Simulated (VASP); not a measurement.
# ZnNi (P4/mmm) in VASP: vibrations by perturbation theory with LDA

Aim: the vibrations by perturbation theory of ZnNi with LDA.

Program: VASP 6.6.1. These are calculated values, not measurements. Logs are shortened: lines on timing, memory, paths and dates and some standing lists are left out, and cuts for length are marked.

**1. The cell of the first run**

Symmetry: P4/mmm, No. 123, tetragonal system. Conventional cell: a = 2.649 Å, b = 2.649 Å, c = 3.216 Å, α = 90.00°, β = 90.00°, γ = 90.00°. Zn (site symmetry 4/mmm) has 8 Ni at 2.47 Å and 6 Zn at 2.65 to 3.22 Å within 3.3 Å. Within 3.3 Å of Ni (site symmetry 4/mmm) lie 8 Zn at 2.47 Å and 6 Ni at 2.65 to 3.22 Å.

**2. Vibrations by perturbation theory, LDA (11.28 Å³/atom)**

Input file INCAR:

```
ALGO = Normal ; EDIFF = 1E-8
ENCUT = 520 ; IBRION = 8
ISIF = 2 ; ISMEAR = -1
LASPH = T ; LCHARG = F
LREAL = F ; LWAVE = F
NELM = 80 ; NSW = 1
PREC = Accurate ; SIGMA = 0.15
```

Input file KPOINTS:

```
k-points
0
Gamma
  16 16 14
```

Input file POSCAR:

```
ZnNi
1.0
    2.6488613914      0.0000000000      0.0000000000
    0.0000000000      2.6488613914      0.0000000000
    0.0000000000      0.0000000000      3.2158001084
Zn Ni
1 1
Direct
    0.5000000000      0.5000000000      0.5000000000
    0.0000000000      0.0000000000      0.0000000000
```

Potentials or basis: VASP PAW LDA potentials, release 64 (Zn, Ni).

Command:

```sh
$ cat potpaw_LDA.64/Zn/POTCAR potpaw_LDA.64/Ni/POTCAR > POTCAR
$ mpirun -np 1 vasp_std > vasp.out
```

OUTCAR:

```text
EDIFF = 1E-8
   ENCUT = 520
   IBRION = 8
   ISIF = 2
   ISMEAR = -1
   LASPH = T
   LREAL = F
   NELM = 80
   NSW = 1
   PREC = Accurate

 ion  position               nearest neighbor table
   1  0.500  0.500  0.500-   2 2.47   2 2.47   2 2.47   2 2.47   2 2.47   2 2.47   2 2.47   2 2.47

   2  0.000  0.000  0.000-   1 2.47   1 2.47   1 2.47   1 2.47   1 2.47   1 2.47   1 2.47   1 2.47

  LATTYP: Found a simple tetragonal cell.
 ALAT       =     2.6488613914
 C/A-ratio  =     1.2140310999

  Lattice vectors:

 A1 = (   2.6488613914,   0.0000000000,   0.0000000000)
 A2 = (   0.0000000000,   2.6488613914,   0.0000000000)
 A3 = (   0.0000000000,   0.0000000000,   3.2158001084)

Analysis of symmetry for initial positions (statically):
=====================================================================
 Subroutine PRICEL returns:
 Original cell was already a primitive cell.

 Routine SETGRP: Setting up the symmetry group for a
 simple tetragonal supercell.

 Subroutine GETGRP returns: Found 16 space group operations
 (whereof 16 operations were pure point group operations)
 out of a pool of 16 trial point group operations.

The static configuration has the point symmetry D_4h.

Analysis of symmetry for dynamics (positions and initial velocities):
=====================================================================
 Subroutine PRICEL returns:
 Original cell was already a primitive cell.

 Routine SETGRP: Setting up the symmetry group for a
 simple tetragonal supercell.

 Subroutine GETGRP returns: Found 16 space group operations
 (whereof 16 operations were pure point group operations)
 out of a pool of 16 trial point group operations.

The dynamic configuration has the point symmetry D_4h.

 Subroutine INISYM returns: Found 16 space group operations
 (whereof 16 operations are pure point group operations),
 and found     1 'primitive' translations

----------------------------------------------------------------------------------------
[... 593 lines left out ...]

 VOLUME and BASIS-vectors are now :
 -----------------------------------------------------------------------------
  energy-cutoff  :      520.00
  volume of cell :       22.56
      direct lattice vectors                 reciprocal lattice vectors
     2.648861391  0.000000000  0.000000000     0.377520697  0.000000000  0.000000000
     0.000000000  2.648861391  0.000000000     0.000000000  0.377520697  0.000000000
     0.000000000  0.000000000  3.215800108     0.000000000  0.000000000  0.310964602

 POSITION                                       TOTAL-FORCE (eV/Angst)
 -----------------------------------------------------------------------------------
      1.32443      1.32443      1.60790         0.000000      0.000000      0.000000
      0.00000      0.00000      0.00000         0.000000      0.000000      0.000000
 -----------------------------------------------------------------------------------
    total drift:                               -0.000000      0.000000      0.000000

  FREE ENERGIE OF THE ION-ELECTRON SYSTEM (eV)
  ---------------------------------------------------
  free  energy   TOTEN  =        -9.0788517655 eV

  energy  without entropy=       -9.0252325639  energy(sigma->0) =       -9.05204216

[... ionic steps 2 to 3 ...]

--------------------------------------- Ionic step        4  -------------------------------------------

------------------------ aborting loop because EDIFF is reached ----------------------------------------
[... 11 lines left out ...]
[... ionic steps 8 to 8 ...]

--------------------------------------- Ionic step        9  -------------------------------------------

 Free energy of the ion-electron system (eV)
  ---------------------------------------------------
  ---------------------------------------------------
  free energy    TOTEN  =        -0.18993471 eV

  energy without entropy =       -0.18993471

------------------------ aborting loop because EDIFF is reached ----------------------------------------

 INTERNAL STRAIN TENSOR  FOR ION    2  DIRECTION 3   (eV/Angst):
 -----------------------------------------------------------------------------
     0.01524  0.00000  0.00000
     0.00000  0.01524  0.00000
     0.00000 -0.00000  0.01632

 INTERNAL STRAIN TENSOR FOR ION    2 for displacements in x,y,z  (eV/Angst):
          X           Y           Z          XY          YZ          ZX
  --------------------------------------------------------------------------------
  x     0.00000     0.00000     0.00000     0.00000     0.00000     0.00000
  y     0.00000     0.00000     0.00000     0.00000     0.00000     0.00000
  z     0.00000     0.00000     0.00000     0.00000     0.00000     0.00000

 SECOND DERIVATIVES (NOT SYMMETRIZED)
 ------------------------------------
               1X          1Y          1Z          2X          2Y          2Z
  1X    -5.685426    0.000000    0.000000    5.685426    0.000000    0.000000
  1Y     0.000000   -5.685426    0.000000    0.000000    5.685426    0.000000
  1Z     0.000000    0.000000   -8.145729    0.000000    0.000000    8.145729
  2X     5.568306    0.000000    0.000000   -5.568306    0.000000    0.000000
  2Y     0.000000    5.568306    0.000000    0.000000   -5.568306    0.000000
  2Z    -0.000000    0.000000    8.048062    0.000000   -0.000000   -8.048062

 Eigenvectors and eigenvalues of the dynamical matrix
 ----------------------------------------------------

   1 f  =    7.997503 THz    50.249793 2PiTHz  266.767985 cm-1    33.075000 meV
             X         Y         Z           dx          dy          dz
      1.324431  1.324431  1.607900     0.000000    0.000000   -0.689934
      0.000000  0.000000  0.000000    -0.000000   -0.000000    0.723872
[... 21 lines left out ...]
   6 f/i=    0.034656 THz     0.217752 2PiTHz    1.156010 cm-1     0.143327 meV
             X         Y         Z           dx          dy          dz
      1.324431  1.324431  1.607900    -0.006534   -0.722332    0.000000
      0.000000  0.000000  0.000000    -0.006255   -0.691487    0.000000

--------------------------------------------------------------------------------------------------------

 ELASTIC MODULI CONTR FROM IONIC RELAXATION (kBar)
 Direction    XX          YY          ZZ          XY          YZ          ZX
 --------------------------------------------------------------------------------
 XX           0.0000      0.0000      0.0000      0.0000      0.0000      0.0000
 YY           0.0000      0.0000      0.0000      0.0000      0.0000      0.0000
 ZZ           0.0000      0.0000      0.0000      0.0000      0.0000      0.0000
 XY           0.0000      0.0000      0.0000      0.0000      0.0000      0.0000
 YZ           0.0000      0.0000      0.0000      0.0000      0.0000      0.0000
 ZX           0.0000      0.0000      0.0000      0.0000      0.0000      0.0000
 --------------------------------------------------------------------------------
```

OSZICAR:

```text
N       E                     dE             d eps       ncg     rms          rms(c)
DAV:   1     0.919376352512E+02    0.91938E+02   -0.11069E+04 11440   0.228E+03
DAV:   2    -0.740276809467E+01   -0.99340E+02   -0.96454E+02 10863   0.307E+02
DAV:   3    -0.100597134676E+02   -0.26569E+01   -0.26431E+01 13061   0.656E+01
DAV:   4    -0.100823862505E+02   -0.22673E-01   -0.22670E-01 13883   0.503E+00
[... 72 lines left out ...]
RMM:   8    -0.189936870365E+00    0.12224E-05   -0.23940E-08 17929   0.161E-03    0.220E-04
RMM:   9    -0.189935333207E+00    0.15372E-05   -0.40485E-09 18196   0.559E-04    0.623E-05
RMM:  10    -0.189934787906E+00    0.54530E-06    0.45187E-10 18370   0.225E-04    0.138E-05
RMM:  11    -0.189934720606E+00    0.67300E-07   -0.66976E-10 17744   0.949E-05    0.442E-06
RMM:  12    -0.189934714851E+00    0.57550E-08   -0.18135E-10 19412   0.388E-05    0.232E-06
 Linear response finished
```

stdout:

```text
POSCAR found type information on POSCAR ZnNi
 POSCAR found :  2 types and       2 ions
 scaLAPACK will be used
 LDA part: xc-table for (Slater(with rela. corr.)+CA(PZ))
 , standard interpolation
 POSCAR, INCAR and KPOINTS ok, starting setup
 FFT: planning ... GRIDC
 FFT: planning ... GRID_SOFT
 FFT: planning ... GRID
 WAVECAR not read
 entering main loop
 Linear response reoptimize wavefunctions to high precision
 Linear response DOF=           4
 Linear response progress:
 first order change of Fermi-energy  -0.32090E-03
 force on displaced ion       1 direction 1 :  -5.685   0.000   0.000
 Linear response progress:
 first order change of Fermi-energy  -0.39894E-03
 force on displaced ion       1 direction 3 :   0.000   0.000  -8.146
 Linear response progress:
 first order change of Fermi-energy   0.19593E-02
 force on displaced ion       2 direction 1 :  -5.568   0.000   0.000
 Linear response progress:
 first order change of Fermi-energy   0.18211E-02
 force on displaced ion       2 direction 3 :  -0.000  -0.000  -8.048
 Linear response finished
```

It took 24 min on 1 thread of Intel Xeon 8259CL, shared host; peak memory 0.74 GiB.

What came out:

| Property | Result |
| --- | --- |
| Highest phonon frequency at Γ | 267 cm⁻¹ |

Phonon frequencies in cm⁻¹ (negative: imaginary):
```csv
q point,frequencies
"(0.000, 0.000, 0.000)",-1 -1 -1 222 222 267
```

Caveat: the cell stands under pressure or tension, which shifts response properties.
